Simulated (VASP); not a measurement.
Crystal: Ir.

```
CELL_PARAMETERS angstrom
2.69521 0.00000 0.00000
-1.34761 2.33412 0.00000
0.00000 0.00000 4.37120
ATOMIC_POSITIONS crystal
Ir 0.33333 0.66667 0.25000
Ir 0.66667 0.33333 0.75000
```

This cell differs from its parent crystal: volume scaled by 0.94.

Base run:

```yaml
Program: VASP 6.6.1
Functional: PBEsol
Potentials_or_basis: VASP PAW PBE potentials, release 64 (Ir)
Cutoff: 520 eV
k_mesh: 11 × 11 × 6
Occupations: fermi-dirac, width 0.05 eV
Spin: no spin polarisation
```

Its results: band gap on the k mesh zero (band 9 reaches 11.91 eV, above the bottom of band 10 at 8.48 eV); pressure 12.1 GPa.

Task: The run is repeated on the same cell with these changes: functional from PBEsol to PBE. What comes out?

Result: Band gap on the k mesh zero (band 9 reaches 12.06 eV, above the bottom of band 10 at 8.65 eV); pressure 23.9 GPa.

PBE binds less tightly than PBEsol, so the same cell stands under more pressure.

Caveats: spin-orbit coupling is left out, which moves the levels of the heavy elements; the PAW data sets were made with another functional, which shifts forces and pressure a little (some runs).
